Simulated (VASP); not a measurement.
Set up this calculation in VASP 6.6.1, as the native input.

```yaml
Task: single point
Functional: r2SCAN
Potentials_or_basis: VASP PAW PBE potentials, release 64 (Sr_sv, Ti_sv, O)
Cutoff: 520 eV
k_mesh: 8 × 8 × 8
Occupations: gaussian, width 0.02 eV
Spin: no spin polarisation
Dipole_correction: no
Further_INCAR_settings: ALGO = Normal; EDIFF = 1e-06; NBANDS = 28
```

Crystal: SrTiO3.

```
CELL_PARAMETERS angstrom
3.93640 0.00000 0.00000
0.00000 3.93640 0.00000
0.00000 0.00000 3.93640
ATOMIC_POSITIONS crystal
Sr 0.50000 0.50000 0.50000
Ti 0.00000 0.00000 0.00000
O 0.50000 0.00000 0.00000
O 0.00000 0.50000 0.00000
O 0.00000 0.00000 0.50000
```

The input as run:

POSCAR

```
SrTiO3
1.0
    3.9364041143      0.0000000000      0.0000000000
    0.0000000000      3.9364041143      0.0000000000
    0.0000000000      0.0000000000      3.9364041143
Sr Ti O
1 1 3
Direct
    0.5000000000      0.5000000000      0.5000000000
    0.0000000000      0.0000000000      0.0000000000
    0.5000000000      0.0000000000      0.0000000000
    0.0000000000      0.5000000000      0.0000000000
    0.0000000000      0.0000000000      0.5000000000
```

INCAR.step1

```
  PREC = Accurate
  ENCUT = 520
  ISMEAR = 0
  SIGMA = 0.02
  LREAL = F
  LASPH = T
  NELM = 100
  NBANDS = 28
  GGA = PE
  ALGO = Normal
  EDIFF = 1E-4
  LWAVE = T
  LCHARG = F
```

INCAR.step2

```
  PREC = Accurate
  ENCUT = 520
  EDIFF = 1E-6
  ISMEAR = 0
  SIGMA = 0.02
  LREAL = F
  LASPH = T
  NELM = 100
  ALGO = Normal
  ISIF = 2
  LWAVE = F
  LCHARG = T
  METAGGA = R2SCAN
  LMIXTAU = T
  LELF = T
  LVHAR = T
  NBANDS = 28
  ISTART = 1
```

KPOINTS

```
regular mesh
0
Gamma
  8 8 8
```

Potentials or basis: VASP PAW PBE potentials, release 64 (Sr_sv, Ti_sv, O).

Launch:

```sh
$ cat potpaw_PBE.64/Sr_sv/POTCAR potpaw_PBE.64/Ti_sv/POTCAR potpaw_PBE.64/O/POTCAR > POTCAR
$ cp INCAR.step1 INCAR
$ mpirun -np 1 vasp_std > vasp.out
$ cp INCAR.step2 INCAR
$ mpirun -np 1 vasp_std > vasp.out
```

It gave:

* Pressure: -3.2 GPa
* Band gap on the k mesh: 2.22 eV (least direct gap 2.62 eV)

Caveat: the cell stands under tension; the PAW data sets were made with another functional, which shifts forces and pressure a little.

It took 2.9 min on 1 thread of AMD EPYC 9R45 96-Core Processor (Zen 5) (shared host), peak memory 0.18 GiB.
